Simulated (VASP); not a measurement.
**SnO: single point with PBE+D3(BJ)**

Crystal: SnO.

```
Sn O
1.0
     3.83710    0.00000    0.00000
     0.00000    3.83710    0.00000
     0.00000    0.00000    4.76213
Sn O
2 2
Direct
  0.00000 0.50000 0.24324
  0.50000 0.00000 0.75676
  0.93780 0.93780 0.00000
  0.50000 0.50000 0.00000
```

This cell differs from its parent crystal: atom 3 (O) moved +0.338 Å towards its neighbour atom 4 (O) at 2.713 Å.

```
Program                : VASP 6.6.1
Task                   : single point
Functional             : PBE
Dispersion             : D3(BJ)
Potentials or basis    : VASP PAW PBE potentials, release 64 (Sn_d, O)
Cutoff                 : 520 eV
k mesh                 : 12 × 12 × 10
Occupations            : gaussian, width 0.15 eV
Spin                   : no spin polarisation
Dipole correction      : no
Further INCAR settings : ALGO = Normal; EDIFF = 1e-06; NBANDS = 28
```

* Pressure: 3.6 GPa
* Largest force: 2.920 eV/Å
* Band gap on the k mesh: zero (bands 20 and 21 overlap by 0.06 eV)
* Dispersion energy per atom: -0.235 eV

Forces in eV/Å, atoms in the order of the input:
```
Sn  -0.095 -0.790  0.449
Sn  -0.790 -0.095 -0.449
O    2.065  2.065  0.000
O   -1.180 -1.180  0.000
```

Stress tensor (GPa, compression positive):
```
 4.25  1.53  2.52
 1.53  4.25 -2.52
 2.52 -2.52  2.29
```

Levels at points of the mesh, in eV from the Fermi level:
| k point | band 16 | band 17 | band 18 | band 19 | band 20 | band 21 | band 22 | band 23 | band 24 | band 25 |
| --- | --- | --- | --- | --- | --- | --- | --- | --- | --- | --- |
| (0.00, 0.00, 0.00) | -5.97 | -3.66 | -3.19 | -2.80 | -0.08 | 1.81 | 3.95 | 4.54 | 5.29 | 5.63 |
| (0.50, 0.00, 0.00) | -4.90 | -4.84 | -4.20 | -2.85 | -2.58 | 2.55 | 3.61 | 5.23 | 5.58 | 6.04 |
| (0.50, 0.50, 0.00) | -4.93 | -2.52 | -2.36 | -2.06 | -1.95 | -0.14 | 0.01 | 4.22 | 4.41 | 7.24 |
| (0.00, 0.00, 0.50) | -3.81 | -3.28 | -3.11 | -2.80 | -2.23 | 1.76 | 2.63 | 3.20 | 3.41 | 7.44 |
| (0.50, 0.00, 0.50) | -5.36 | -4.99 | -4.13 | -1.96 | -1.57 | 2.41 | 2.58 | 4.84 | 5.23 | 6.43 |
| (0.50, 0.50, 0.50) | -5.46 | -2.91 | -2.83 | -2.48 | -2.27 | 2.10 | 2.28 | 3.45 | 4.17 | 5.57 |

Wall time 8.8 min on 1 thread of Intel(R) Xeon(R) Platinum 8488C (Sapphire Rapids) (shared host), peak memory 0.66 GiB.

Caveat: the cell differs from its parent crystal (atom 3 (O) moved +0.338 Å towards its neighbour atom 4 (O) at 2.713 Å); the cell stands under pressure; semilocal functionals underestimate gaps, so a narrow gap can read as zero; spin-orbit coupling is left out, which moves the levels of the heavy elements; forces of over 1 eV/Å act on the atoms, so gaps and moduli don't describe the material at rest.
